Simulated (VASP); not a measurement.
## ZnO: single point with r2SCAN

Crystal: ZnO.

```
Zn O
1.0
     2.64617    0.00000    0.00000
     0.00000    2.64617    0.00000
     0.00000    0.00000    2.64617
Zn O
1 1
Direct
  0.00000 0.00000 0.00000
  0.50000 0.50000 0.50000
```

```yaml
Program: VASP 6.6.1
Task: single point
Functional: r2SCAN
Potentials_or_basis: VASP PAW PBE potentials, release 64 (Zn, O)
Cutoff: 520 eV
k_mesh: 8 × 8 × 8
Occupations: fermi-dirac, width 0.02 eV
Spin: no spin polarisation
```

```
Pressure               : 1.1 GPa
Band gap on the k mesh : zero (band 9 reaches 3.26 eV, above the bottom of band 10 at 3.22 eV)
```

Levels at points of the mesh, in eV from the Fermi level:
| k point | band 6 | band 7 | band 8 | band 9 | band 10 | band 11 | band 12 | band 13 |
| --- | --- | --- | --- | --- | --- | --- | --- | --- |
| (0.00, 0.00, 0.00) | -5.59 | -1.37 | -1.37 | -1.37 | -0.09 | 15.13 | 15.13 | 19.14 |
| (0.50, 0.00, 0.00) | -5.55 | -4.69 | -0.04 | -0.04 | 6.03 | 7.52 | 16.94 | 16.94 |
| (0.50, 0.50, 0.00) | -5.30 | -5.23 | -5.23 | -0.23 | 3.33 | 11.32 | 11.32 | 17.04 |
| (0.50, 0.50, 0.50) | -5.28 | -1.53 | -1.53 | -1.53 | 6.24 | 6.24 | 6.24 | 10.70 |

Run time: 48 s on 1 thread of Intel(R) Xeon(R) Platinum 8488C (Sapphire Rapids) (shared host), peak memory 0.13 GiB.

Caveat: the PAW data sets were made with another functional, which shifts forces and pressure a little.
